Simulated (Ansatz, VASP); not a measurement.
# One calculation of ZrB, two programs

```xyz
2
Lattice="0.0000 2.4154 2.4154 2.3591 0.0000 2.4154 2.3591 2.4154 0.0000" Properties=species:S:1:pos:R:3 pbc="T T T"
Zr    0.0000    0.0000    0.0000
B     2.3591    2.4154    2.4154
```

Change from the starting cell: normal strain along x -0.0233, normal strain along z +0.0000.

Alike in both runs: task single point; functional LDA; k mesh 16 × 16 × 16; occupations gaussian, width 0.15 eV; no spin polarisation.

|  | VASP | Ansatz |
| --- | --- | --- |
| version | VASP 6.6.1 | Ansatz 0.2.0 |
| potentials or method | VASP PAW LDA potentials, release 64 (Zr_sv, B), cutoff 520 eV | scalar-relativistic, plane waves, PAW |
| valence electrons in the cell | 15 | 15 |

|  | VASP | Ansatz | Ansatz less VASP |
| --- | --- | --- | --- |
| gap on the k mesh at the Fermi level (eV) | none | none | - |
| pressure (GPa) | 4.9 | 4.5 | -0.37 |
| traceless stress, the component that is largest in VASP (GPa) | 5.76 | 5.74 | -0.024 |

LDA's correlation is that of Perdew and Zunger in VASP and of Perdew and Wang (1992) in Ansatz. A gap of «none» marks a metal or a gap that the smearing closes.
